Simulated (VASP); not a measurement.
# BeTe (I-4m2) in VASP: single point with r2SCAN

Aim: the single point of BeTe with r2SCAN.

Everything below comes from runs of VASP 6.6.1. Logs are shortened: lines on timing, memory, paths and dates and some standing lists are left out, and cuts for length are marked.

## Step 1: The cell of the first run

The structure is tetragonal, space group I-4m2 (No. 119). The conventional cell has a = 3.917 Å, b = 3.917 Å, c = 5.762 Å, α = 90.00°, β = 90.00°, γ = 90.00°. Be (site symmetry -4m2) has 4 Te at 2.43 Å within 3.2 Å. Te (site symmetry -4m2) has 4 Be at 2.43 Å within 3.2 Å.

## Step 2: Single point, r2SCAN (strain +0.000 along x and y, +0.040 along z)

File POSCAR:

```
BeTe
1.0
    0.0000000000      2.7700000000      2.8808000000
    2.7700000000      0.0000000000      2.8808000000
    2.7700000000      2.7700000000      0.0000000000
Be Te
1 1
Direct
    0.0000000000      0.0000000000      0.0000000000
    0.7500000000      0.7500000000      0.7500000000
```

File INCAR.step1:

```
SYSTEM = BeTe
ALGO = Normal
EDIFF = 1E-5
ENCUT = 660
GGA = PE
GGA_COMPAT = .False.
ISMEAR = 0
LASPH = .True.
LCHARG = .False.
LREAL = .False.
LWAVE = .True.
NBANDS = 11
NELM = 120
PREC = Accurate
SIGMA = 0.05
```

File INCAR.step2:

```
SYSTEM = BeTe
ALGO = Normal
EDIFF = 1E-6
ENCUT = 660
GGA_COMPAT = .False.
ISIF = 2
ISMEAR = 0
ISTART = 1
LASPH = .True.
LCHARG = .True.
LELF = .True.
LMIXTAU = .True.
LREAL = .False.
LVHAR = .True.
LWAVE = .False.
METAGGA = R2SCAN
NBANDS = 11
NELM = 120
PREC = Accurate
SIGMA = 0.05
```

File KPOINTS:

```
k-points
0
Gamma
  8 8 8
  0 0 0
```

Potentials or basis: VASP PAW PBE potentials, release 64 (Be, Te).

Launch:

```bash
$ cat potpaw_PBE.64/Be/POTCAR potpaw_PBE.64/Te/POTCAR > POTCAR
$ cp INCAR.step1 INCAR
$ mpirun -np 1 vasp_std > vasp.out
$ cp INCAR.step2 INCAR
$ mpirun -np 1 vasp_std > vasp.out
```

OUTCAR:

```text
SYSTEM = BeTe
   EDIFF = 1E-6
   ENCUT = 660
   ISIF = 2
   ISMEAR = 0
   ISTART = 1
   LASPH = .True.
   LREAL = .False.
   METAGGA = R2SCAN
   NELM = 120
   PREC = Accurate

 ion  position               nearest neighbor table
   1  0.000  0.000  0.000-   2 2.43   2 2.43   2 2.43   2 2.43
   2  0.750  0.750  0.750-   1 2.43   1 2.43   1 2.43   1 2.43

  LATTYP: Found a body centered tetragonal cell.
 ALAT       =     3.9173715678
 C/A-ratio  =     1.4707821049

  Lattice vectors:

 A1 = (  -2.7700000000,   0.0000000000,   2.8808000000)
 A2 = (   2.7700000000,   0.0000000000,   2.8808000000)
 A3 = (   0.0000000000,   2.7700000000,  -2.8808000000)

Analysis of symmetry for initial positions (statically):
=====================================================================
 Subroutine PRICEL returns:
 Original cell was already a primitive cell.

 Routine SETGRP: Setting up the symmetry group for a
 body centered tetragonal supercell.

 Subroutine GETGRP returns: Found  8 space group operations
 (whereof  8 operations were pure point group operations)
 out of a pool of 16 trial point group operations.

The static configuration has the point symmetry D_2d.

Analysis of symmetry for dynamics (positions and initial velocities):
=====================================================================
 Subroutine PRICEL returns:
 Original cell was already a primitive cell.

 Routine SETGRP: Setting up the symmetry group for a
 body centered tetragonal supercell.

 Subroutine GETGRP returns: Found  8 space group operations
 (whereof  8 operations were pure point group operations)
 out of a pool of 16 trial point group operations.

The dynamic configuration has the point symmetry D_2d.

 Subroutine INISYM returns: Found  8 space group operations
 (whereof  8 operations are pure point group operations),
 and found     1 'primitive' translations

----------------------------------------------------------------------------------------

                                     Primitive cell

  volume of cell :      44.2082

  direct lattice vectors                    reciprocal lattice vectors
     0.000000000  2.770000000  2.880800000    -0.180505415  0.180505415  0.173562899
     2.770000000  0.000000000  2.880800000     0.180505415 -0.180505415  0.173562899
     2.770000000  2.770000000  0.000000000     0.180505415  0.180505415 -0.173562899

  length of vectors
     3.996487037  3.996487037  3.917371568     0.308688338  0.308688338  0.308688338

  position of ions in fractional coordinates (direct lattice)
     0.000000000  0.000000000  0.000000000
[... 89 lines left out ...]
   NELECT =       8.0000    total number of electrons
   NUPDOWN=      -1.0000    fix difference up-down
   EMIN   =  10.00;   EMAX   =-10.00  energy-range for DOS
   EFERMI =   0.00;   METHOD = LEGACY
   ISMEAR =     0;   SIGMA  =   0.05  broadening in eV -4-tet -1-fermi 0-gaus
   EFERMI_NEDOS =   21; number of points for ismear=-14 and -15
   IALGO  =     38    algorithm
   IMIX   =      4    mixing-type and parameters
     AMIX     =   0.40;   BMIX     =  1.00
     AMIX_MAG =   1.60;   BMIX_MAG =  1.00
  volume/ion in A,a.u.               =      22.10       149.17
  Fermi-wavevector in a.u.,A,eV,Ry     =   0.925985  1.749858 11.666291  0.857448
  Thomas-Fermi vector in A             =   2.051898
   LORBIT       =      0    0 simple, 1 ext, 2 COOP (PROOUT), +10 PAW based schemes
   METAGGA = R2SCAN    functional components
   LHFCALC =     F    Hartree Fock is set to
   AEXX    =    0.0000 exact exchange contribution
   IVDW    =     0    specifies the selected vdW correction
   LEPSILON=     F    determine dielectric tensor
   LRPA    =     F    only Hartree local field effects (RPA)
 non-spin polarized calculation
 Gauss-broadening in eV      SIGMA  =   0.05
  energy-cutoff  :      660.00
  volume of cell :       44.21
 maximum number of plane-waves:      1721
 NGX is ok and might be reduce to    36
   NGX = 17   NGY = 17   NGZ = 17

 number of electron       8.0000000 magnetization

 Free energy of the ion-electron system (eV)
  ---------------------------------------------------
  ext. energy  EPLUGINS =         0.00000000
  ---------------------------------------------------
  free energy    TOTEN  =       -30.67019804 eV

  energy without entropy =      -30.67019804  energy(sigma->0) =      -30.67019804

 E-fermi :   5.3441     XC(G=0):  -9.5223

 val. band max:        5.1335165450   @ k =   0.0000   0.0000   0.0000
 cond. band min:       7.2731351694   @ k =   0.5000   0.0000   0.5000
 fundamental gap:      2.1396186244
 Fermi energy:         5.3440740961

 k-point     1 :       0.0000    0.0000    0.0000
  band No.  band energies     occupation
      1      -7.8033      2.00000
      2       4.8936      2.00000
      3       5.1335      2.00000
      4       5.1335      2.00000
      5       9.0444      0.00000
      6       9.0444      0.00000
      7       9.1216      0.00000
      8       9.6345      0.00000
      9      14.1202      0.00000
     10      15.3769      0.00000
     11      16.2278      0.00000
[... 309 lines left out ...]
 k-point    24 :       0.3750    0.0000    0.1250
  band No.  band energies     occupation
      1      -6.6855      2.00000
      2       0.4608      2.00000
      3       3.4206      2.00000
      4       3.6547      2.00000
      5       8.9023      0.00000
      6      10.2526      0.00000
      7      11.0431      0.00000
      8      12.0309      0.00000
      9      15.5309      0.00000
     10      16.1431      0.00000
     11      16.7698      0.00000

 [... further k-points ...]

------------------------ aborting loop because EDIFF is reached ----------------------------------------

  FORCE on cell =-STRESS in cart. coord.  units (eV):
  Direction    XX          YY          ZZ          XY          YZ          ZX
  --------------------------------------------------------------------------------------
  -------------------------------------------------------------------------------------
  Total        0.7047030      0.7047030     -0.0381242      0.0000000      0.0000000      0.0000000
  in kB       25.5395991     25.5395991     -1.3816822      0.0000000      0.0000000      0.0000000
  external PRESSURE =      16.5658387 kB  Pullay stress =       0.0000000 kB

 VOLUME and BASIS-vectors are now :
 -----------------------------------------------------------------------------
  energy-cutoff  :      660.00
  volume of cell :       44.21
      direct lattice vectors                 reciprocal lattice vectors
     0.000000000  2.770000000  2.880800000    -0.180505415  0.180505415  0.173562899
     2.770000000  0.000000000  2.880800000     0.180505415 -0.180505415  0.173562899
     2.770000000  2.770000000  0.000000000     0.180505415  0.180505415 -0.173562899

 POSITION                                       TOTAL-FORCE (eV/Angst)
 -----------------------------------------------------------------------------------
      0.00000      0.00000      0.00000         0.000000      0.000000     -0.000000
      4.15500      4.15500      4.32120        -0.000000     -0.000000      0.000000
 -----------------------------------------------------------------------------------
    total drift:                               -0.000000     -0.000000     -0.000000

  FREE ENERGIE OF THE ION-ELECTRON SYSTEM (eV)
  ---------------------------------------------------
  free  energy   TOTEN  =       -30.6701980357 eV

  energy  without entropy=      -30.6701980357  energy(sigma->0) =      -30.67019804
```

Run time: 99 s. Hardware: 1 thread of Intel Xeon Platinum 8259CL at 2.50GHz (Skylake/Cascade Lake), shared host; peak memory 0.24 GiB.

What came out:

```yaml
Free_energy: -30.6702 eV
Pressure: 1.7 GPa
Band_gap_on_the_k_mesh: 2.14 eV (least direct gap 3.91 eV)
```

Levels at points of the mesh, in eV from the valence-band top:
```tsv
k point	band 2	band 3	band 4	band 5	band 6	band 7
(0.00, 0.00, 0.00)	-0.24	0.00	0.00	3.91	3.91	3.99
(0.50, 0.00, 0.00)	-5.91	-1.45	-1.08	3.43	4.87	5.07
(0.50, 0.50, 0.00)	-5.62	-2.67	-2.67	2.43	3.12	10.52
(0.50, 0.00, 0.50)	-5.40	-2.99	-2.91	2.14	2.79	10.38
```

Caveat: the cell differs from its parent crystal (strain +0.000 along x and y, +0.040 along z); the PAW data sets were made with another functional, which shifts forces and pressure a little; spin-orbit coupling is left out, which moves the levels of the heavy elements.
